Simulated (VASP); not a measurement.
Input of a VASP 6.6.1 run:

The input INCAR:

```
SYSTEM = SiH4CO2
PREC = Accurate
ENCUT = 1000
EDIFF = 1E-6
ISMEAR = -1
SIGMA = 0.05
LREAL = Auto
LASPH = .True.
NELM = 120
ALGO = Normal
ISIF = 2
LWAVE = .False.
LCHARG = .False.
GGA = PE
IVDW = 12
NBANDS = 54
GGA_COMPAT = .False.
```

KPOINTS

```
regular mesh
0
Gamma
  1 1 1
  0 0 0
```

Contents of POSCAR:

```
SiH4CO2
1.0
    8.5095620000      0.0000000000      0.0000000000
    0.0000000000      8.5095620000      0.0000000000
    0.0000000000      0.0000000000      8.5095620000
Si H C O
3 12 3 6
Direct
    0.1927478759      0.6965810931      0.7389687037
    0.0236322387      0.0282153183      0.0795105553
    0.3008732999      0.2824117152      0.4327602290
    0.1927361244      0.8295844134      0.6244857256
    0.0799806147      0.7589462301      0.8820430476
    0.1032485573      0.6162831883      0.6281521893
    0.3493246773      0.6515729012      0.8048240321
    0.1652493983     -0.0505078875     -0.0198600116
    0.0578995723     -0.0479578150      0.2453475279
    0.0579818327      0.2066498840      0.0712022546
   -0.1560832391     -0.0593802595      0.0677238147
    0.4684259895      0.2743149412      0.4089282151
    0.3120254603      0.3500767725      0.6001954037
    0.2126196389      0.3621690517      0.3151278526
    0.3387365883      0.1094533420      0.4981454980
    0.7879018920      0.4203389082      0.0730707409
    0.4760644555      0.9015035086      0.0674887850
    0.8092425909      0.0140077715      0.4236763302
    0.7827194866      0.4172012614      0.2071787009
    0.7900171595      0.4547237566     -0.0596622952
    0.4228067203      1.0269388718      0.0418705452
    0.5115539437      0.7766909742      0.1049760258
    0.8760027837     -0.0007755981      0.5419785413
    0.7433050021      0.0152769320      0.3043752428
```

Potentials or basis: VASP PAW PBE potentials, release 64 (Si, H_h, C_h, O_h).

Launch:

```console
$ cat potpaw_PBE.64/Si/POTCAR potpaw_PBE.64/H_h/POTCAR potpaw_PBE.64/C_h/POTCAR potpaw_PBE.64/O_h/POTCAR > POTCAR
$ mpirun -np 1 vasp_gam > vasp.out
```

(1) Estimate the dispersion energy per atom.

(2) Estimate the pressure.

(3) What does it give for the largest force?

## Answers

(1) -0.033 eV.

(2) 0.1 GPa.

(3) 4.584 eV/Å.

Caveat: the k points lie up to 0.74 Å⁻¹ apart.
